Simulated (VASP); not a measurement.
Here is a VASP 6.6.1 calculation.

INCAR

```
SYSTEM = HfO2
PREC = Accurate ; ENCUT = 520
EDIFF = 1E-6 ; ISMEAR = 0
SIGMA = 0.05 ; LREAL = .FALSE.
LASPH = .TRUE. ; NELM = 100
ALGO = Normal ; ISIF = 2
LWAVE = .FALSE. ; LCHARG = .FALSE.
NBANDS = 31
```

KPOINTS

```
Automatic mesh
0
G
  6 6 8
  0 0 0
```

File POSCAR:

```
HfO2
1.0
    4.7888991444      0.0000000000      0.0000000000
    0.0000000000      4.7888991444      0.0000000000
    0.0000000000      0.0000000000      3.1858186407
Hf O
2 4
Direct
    0.0000000000      0.0000000000      0.0034662461
    0.5000000000      0.5000000000      0.4965337539
    0.1951075730      0.8048924270      0.4529163405
    0.3048924270      0.3048924270      0.0470836595
    0.6951075730      0.6951075730      0.0470836595
    0.8048924270      0.1951075730      0.4529163405
```

Potentials or basis: VASP PAW LDA potentials, release 64 (Hf_pv, O).

The run is started by

```console
$ cat potpaw_LDA.64/Hf_pv/POTCAR potpaw_LDA.64/O/POTCAR > POTCAR
$ mpirun -np 1 vasp_std > vasp.out
```

(1) Predict the largest force.

(2) Predict the pressure.

(3) What does it give for the band gap on the k mesh?

Results:

(1) 1.699 eV/Å.

(2) 2.3 GPa.

(3) 4.05 eV, indirect (least direct gap 4.13 eV).

Caveat: the cell differs from its parent crystal (mode 12 (423.5 1/cm) frozen in, largest displacement -0.150 Å); spin-orbit coupling is left out, which moves the levels of the heavy elements; forces of over 1 eV/Å act on the atoms, so gaps and moduli don't describe the material at rest.
